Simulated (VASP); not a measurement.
# HPt3 in VASP: relaxation of the atoms with PBE

Aim: the relaxation of the atoms of HPt3 with PBE.

All numbers are computed with VASP 6.6.1; they aren't measurements. Logs are shortened: lines on timing, memory, paths and dates and some standing lists are left out, and cuts for length are marked.

## (1) The cell of the first run

The cell holds a slab with vacuum, 4 atoms: a = 2.807 Å, b = 2.807 Å, c = 19.351 Å, α = 90.00°, β = 90.00°, γ = 90.00°.

## (2) Relaxation of the atoms, PBE

Contents of INCAR:

```
SYSTEM = HPt3
PREC = Accurate
ENCUT = 520
EDIFF = 1E-7
ISMEAR = 0
SIGMA = 0.1
LREAL = .False.
LASPH = .True.
NELM = 80
ALGO = Normal
ISIF = 2
LWAVE = .False.
LCHARG = .False.
LDIPOL = .True.
IDIPOL = 3
DIPOL = 0.5 0.5 0.342
GGA = PE
IBRION = 2
NSW = 36
EDIFFG = -0.025
```

Contents of KPOINTS:

```
regular mesh
0
Gamma
  9 9 1
  0 0 0
```

Contents of POSCAR:

```
HPt3
1.0
    2.8071640668      0.0000000000      0.0000000000
    0.0000000000      2.8071640668      0.0000000000
    0.0000000000      0.0000000000     19.3513900635
Pt H
3 1
Selective dynamics
Direct
    0.5000000000      0.5000000000      0.2067034971  F F F
    0.0000000000      0.0000000000      0.3062505493  F F F
    0.5000000000      0.5000000000      0.4057274458  F F F
    0.5000000000      1.0000000000      0.4477175364  F F T
```

Potentials or basis: VASP PAW PBE potentials, release 64 (Pt, H).

The run is started by

```console
$ cat potpaw_PBE.64/Pt/POTCAR potpaw_PBE.64/H/POTCAR > POTCAR
$ mpirun -np 1 vasp_std > vasp.out
```

OUTCAR:

```text
SYSTEM = HPt3
   PREC = Accurate
   ENCUT = 520
   EDIFF = 1E-7
   ISMEAR = 0
   LREAL = .False.
   LASPH = .True.
   NELM = 80
   ISIF = 2
   GGA = PE
   IBRION = 2
   NSW = 36
   EDIFFG = -0.025

 ion  position               nearest neighbor table
   1  0.500  0.500  0.207-   2 2.77   2 2.77   2 2.77   2 2.77
   2  0.000  0.000  0.306-   3 2.77   3 2.77   3 2.77   3 2.77   1 2.77   1 2.77   1 2.77   1 2.77

   3  0.500  0.500  0.406-   4 1.62   4 1.62   2 2.77   2 2.77   2 2.77   2 2.77
   4  0.500  0.000  0.448-   3 1.62   3 1.62

  LATTYP: Found a simple tetragonal cell.
 ALAT       =     2.8071640668
 C/A-ratio  =     6.8935728739

  Lattice vectors:

 A1 = (   2.8071640668,   0.0000000000,   0.0000000000)
 A2 = (   0.0000000000,   2.8071640668,   0.0000000000)
 A3 = (   0.0000000000,   0.0000000000,  19.3513900635)

Analysis of symmetry for initial positions (statically):
=====================================================================
 Subroutine PRICEL returns:
 Original cell was already a primitive cell.

 Routine SETGRP: Setting up the symmetry group for a
 simple tetragonal supercell.

 Subroutine GETGRP returns: Found  4 space group operations
 (whereof  4 operations were pure point group operations)
 out of a pool of 16 trial point group operations.

The static configuration has the point symmetry C_2v.

Analysis of symmetry for dynamics (positions and initial velocities):
=====================================================================
 Subroutine PRICEL returns:
 Original cell was already a primitive cell.

 Routine SETGRP: Setting up the symmetry group for a
 simple tetragonal supercell.

 Subroutine GETGRP returns: Found  4 space group operations
 (whereof  4 operations were pure point group operations)
 out of a pool of 16 trial point group operations.

The dynamic configuration has the point symmetry C_2v.

Analysis of constrained symmetry for selective dynamics:
=====================================================================
 Subroutine PRICEL returns:
 Original cell was already a primitive cell.

 Routine SETGRP: Setting up the symmetry group for a
 simple tetragonal supercell.

 Subroutine GETGRP returns: Found  4 space group operations
 (whereof  4 operations were pure point group operations)
 out of a pool of 16 trial point group operations.

The constrained configuration has the point symmetry C_2v.

 Subroutine INISYM returns: Found  4 space group operations
 (whereof  4 operations are pure point group operations),
 and found     1 'primitive' translations

----------------------------------------------------------------------------------------

                                     Primitive cell

  volume of cell :     152.4922

  direct lattice vectors                    reciprocal lattice vectors
     2.807164067  0.000000000  0.000000000     0.356231405  0.000000000  0.000000000
     0.000000000  2.807164067  0.000000000     0.000000000  0.356231405  0.000000000
     0.000000000  0.000000000 19.351390063     0.000000000  0.000000000  0.051675874

  length of vectors
     2.807164067  2.807164067 19.351390063     0.356231405  0.356231405  0.051675874

  position of ions in fractional coordinates (direct lattice)
     0.500000000  0.500000000  0.206703497
     0.000000000  0.000000000  0.306250549
     0.500000000  0.500000000  0.405727446
     0.500000000  0.000000000  0.447717536

  ion indices of the primitive-cell ions
   primitive index   ion index
                 1           1
                 2           2
                 3           3
                 4           4

----------------------------------------------------------------------------------------

 KPOINTS: regular mesh

Automatic generation of k-mesh.
 Grid dimensions read from file:
 generate k-points for:    9    9    1

 Generating k-lattice:

  Cartesian coordinates                     Fractional coordinates (reciprocal lattice)
     0.039581267  0.000000000  0.000000000     0.111111111  0.000000000  0.000000000
     0.000000000  0.039581267  0.000000000     0.000000000  0.111111111  0.000000000
     0.000000000  0.000000000  0.051675874     0.000000000  0.000000000  1.000000000

  Length of vectors
     0.039581267  0.039581267  0.051675874

  Shift w.r.t. Gamma in fractional coordinates (k-lattice)
     0.000000000  0.000000000  0.000000000

 Subroutine IBZKPT returns following result:
 ===========================================

 Found     25 irreducible k-points:

 Following reciprocal coordinates:
            Coordinates               Weight
  0.000000  0.000000  0.000000      1.000000
  0.111111  0.000000  0.000000      2.000000
  0.000000  0.111111  0.000000      2.000000
  0.222222  0.000000  0.000000      2.000000
  0.000000  0.222222  0.000000      2.000000
  0.333333  0.000000  0.000000      2.000000
[... 16 lines left out ...]
  0.444444  0.333333  0.000000      4.000000
 -0.333333  0.444444  0.000000      4.000000
   k-points           NKPTS =     25   k-points in BZ     NKDIM =     25   number of bands    NBANDS=     19
   number of dos      NEDOS =    301   number of ions     NIONS =      4
   total plane-waves  NPLWV =  82944
   dimension x,y,z NGX =    24 NGY =   24 NGZ =  144
   dimension x,y,z NGXF=    48 NGYF=   48 NGZF=  288
   ions per type =               3   1
   NGX,Y,Z   is equivalent  to a cutoff of  14.21, 14.21, 12.37 a.u.
   NGXF,Y,Z  is equivalent  to a cutoff of  28.43, 28.43, 24.74 a.u.
 SYSTEM =  HPt3
   PREC   = accura    normal or accurate (medium, high low for compatibility)
   ISTART =      0    job   : 0-new  1-cont  2-samecut
   ICHARG =      2    charge: 1-file 2-atom 10-const
   ISPIN  =      1    spin polarized calculation?
   LNONCOLLINEAR =      F non collinear calculations
   LSORBIT =      F    spin-orbit coupling
   LASPH  =      T    aspherical Exc in radial PAW
   ENCUT  =  520.0 eV  38.22 Ry    6.18 a.u.   5.22  5.22 35.98*2*pi/ulx,y,z
   NELM   =     80;   NELMIN=  2; NELMDL= -5     # of ELM steps
   EDIFF  = 0.1E-06   stopping-criterion for ELM
   LREAL  =      F    real-space projection
   EDIFFG = -.3E-01   stopping-criterion for IOM
   NSW    =     36    number of steps for IOM
   IBRION =      2    ionic relax: 0-MD 1-quasi-New 2-CG
   NFREE  =      1    steps in history (QN), initial steepest desc. (CG)
   ISIF   =      2    stress and relaxation
   ISYM   =      2    0-nonsym 1-usesym 2-fastsym
   POTIM  = 0.5000    time-step for ionic-motion
   TEBEG  =    0.0;   TEEND  =   0.0 temperature during run
   PSTRESS=    0.0 pullay stress
   NELECT =      31.0000    total number of electrons
   NUPDOWN=      -1.0000    fix difference up-down
   EMIN   =  10.00;   EMAX   =-10.00  energy-range for DOS
   EFERMI =   0.00;   METHOD = LEGACY
   ISMEAR =     0;   SIGMA  =   0.10  broadening in eV -4-tet -1-fermi 0-gaus
   EFERMI_NEDOS =   21; number of points for ismear=-14 and -15
   IALGO  =     38    algorithm
   IMIX   =      4    mixing-type and parameters
     AMIX     =   0.40;   BMIX     =  1.00
     AMIX_MAG =   1.60;   BMIX_MAG =  1.00
  volume/ion in A,a.u.               =      38.12       257.27
  Fermi-wavevector in a.u.,A,eV,Ry     =   0.962601  1.819051 12.607158  0.926600
  Thomas-Fermi vector in A             =   2.092074
   LORBIT       =      0    0 simple, 1 ext, 2 COOP (PROOUT), +10 PAW based schemes
   GGA     = PE    functional components
   LHFCALC =     F    Hartree Fock is set to
   AEXX    =    0.0000 exact exchange contribution
   IVDW    =     0    specifies the selected vdW correction
   LEPSILON=     F    determine dielectric tensor
   LRPA    =     F    only Hartree local field effects (RPA)
 conjugate gradient relaxation of ions
 non-spin polarized calculation
 Gauss-broadening in eV      SIGMA  =   0.10
  energy-cutoff  :      520.00
  volume of cell :      152.49
 maximum number of plane-waves:      4159
 NGX is ok and might be reduce to    24
   NGX = 11   NGY = 11   NGZ = 71

--------------------------------------- Ionic step        1  -------------------------------------------

 number of electron      30.9999998 magnetization

 Free energy of the ion-electron system (eV)
  ---------------------------------------------------
  ext. energy  EPLUGINS =         0.00000000
  ---------------------------------------------------
  free energy    TOTEN  =       -20.25645217 eV

  energy without entropy =      -20.22530332  energy(sigma->0) =      -20.24087774

------------------------ aborting loop because EDIFF is reached ----------------------------------------

  FORCE on cell =-STRESS in cart. coord.  units (eV):
  Direction    XX          YY          ZZ          XY          YZ          ZX
  --------------------------------------------------------------------------------------
  -------------------------------------------------------------------------------------
  Total       -1.7637030      1.6675202      3.2515314      0.0000000      0.0000000      0.0000000
  in kB      -18.5305482     17.5199926     34.1625885      0.0000000      0.0000000      0.0000000
  external PRESSURE =      11.0506777 kB  Pullay stress =       0.0000000 kB
[... 57 lines left out ...]
  FREE ENERGIE OF THE ION-ELECTRON SYSTEM (eV)
  ---------------------------------------------------
  free  energy   TOTEN  =       -20.4016249911 eV

  energy  without entropy=      -20.3699050745  energy(sigma->0) =      -20.38576503

 dipolmoment           0.000000      0.000000      0.014276 electrons x Angstroem

--------------------------------------- Ionic step        3  -------------------------------------------

 number of electron      30.9999998 magnetization

 dipolmoment           0.000000      0.000000     -0.006363 electrons x Angstroem

 Free energy of the ion-electron system (eV)
  ---------------------------------------------------
  ext. energy  EPLUGINS =         0.00000000
  ---------------------------------------------------
  free energy    TOTEN  =       -20.50412484 eV

  energy without entropy =      -20.47143523  energy(sigma->0) =      -20.48778004

 E-fermi :  -0.5481     XC(G=0):  -5.1640

 val. band max:       -0.5595083578   @ k =   0.0000   0.4444   0.0000
 cond. band min:      -0.5450960255   @ k =   0.0000   0.0000   0.0000
 fundamental gap:      0.0144123324
 Fermi energy:        -0.5481232570

 k-point     1 :       0.0000    0.0000    0.0000
  band No.  band energies     occupation
      1      -9.8510      2.00000
      2      -8.0978      2.00000
      3      -6.7310      2.00000
      4      -6.5510      2.00000
      5      -5.5823      2.00000
      6      -4.4323      2.00000
[... 505 lines left out ...]
      6      -4.8537      2.00000
[... 11 lines left out ...]
     18       3.4558      0.00000
     19       5.0752      0.00000

 [... further k-points ...]

------------------------ aborting loop because EDIFF is reached ----------------------------------------

 vacuum level on the upper side and lower side of the slab       (xc-potential included)        -0.189        -0.056

  FORCE on cell =-STRESS in cart. coord.  units (eV):
  Direction    XX          YY          ZZ          XY          YZ          ZX
  --------------------------------------------------------------------------------------
  -------------------------------------------------------------------------------------
  Total       -2.0318539     -2.6780717      1.2406234      0.0000000      0.0000000      0.0000000
  in kB      -21.3479067    -28.1374686     13.0347522      0.0000000      0.0000000      0.0000000
  external PRESSURE =     -12.1502077 kB  Pullay stress =       0.0000000 kB
[... 19 lines left out ...]
  FREE ENERGIE OF THE ION-ELECTRON SYSTEM (eV)
  ---------------------------------------------------
  free  energy   TOTEN  =       -20.5041248407 eV

  energy  without entropy=      -20.4714352321  energy(sigma->0) =      -20.48778004

 reached required accuracy - stopping structural energy minimisation

 vacuum level on the upper side and lower side of the slab         4.930         5.061
```

It took 6.7 min on 1 thread of Intel Xeon 8259CL, shared host; peak memory 0.32 GiB.

Results:

```
Free energy               : -20.5041 eV
Energy gained by relaxing : 61.9 meV/atom
Ionic steps               : 3
Band gap on the k mesh    : zero (an odd number of electrons rules out a gap without spin polarisation)
```

The path:
```tsv
step	energy change (eV)	largest force on free atoms (eV/Å)	pressure (GPa)
1	0.0000	1.9098	1.11
2	-0.1452	1.2362	0.21
3	-0.2477	0.0109	-1.22
```

Final structure:
```cif
data_structure
_symmetry_space_group_name_H-M 'P 1'
_symmetry_Int_Tables_number 1
_cell_length_a 2.8072
_cell_length_b 2.8072
_cell_length_c 19.3514
_cell_angle_alpha 90.000
_cell_angle_beta 90.000
_cell_angle_gamma 90.000
_cell_volume 152.49
loop_
_atom_site_label
_atom_site_type_symbol
_atom_site_fract_x
_atom_site_fract_y
_atom_site_fract_z
_atom_site_occupancy
Pt1 Pt 0.50000 0.50000 0.20670 1
Pt2 Pt 0.00000 0.00000 0.30625 1
Pt3 Pt 0.50000 0.50000 0.40573 1
H1 H 0.50000 0.00000 0.46122 1
```

Caveat: spin-orbit coupling is left out, which moves the levels of the heavy elements.
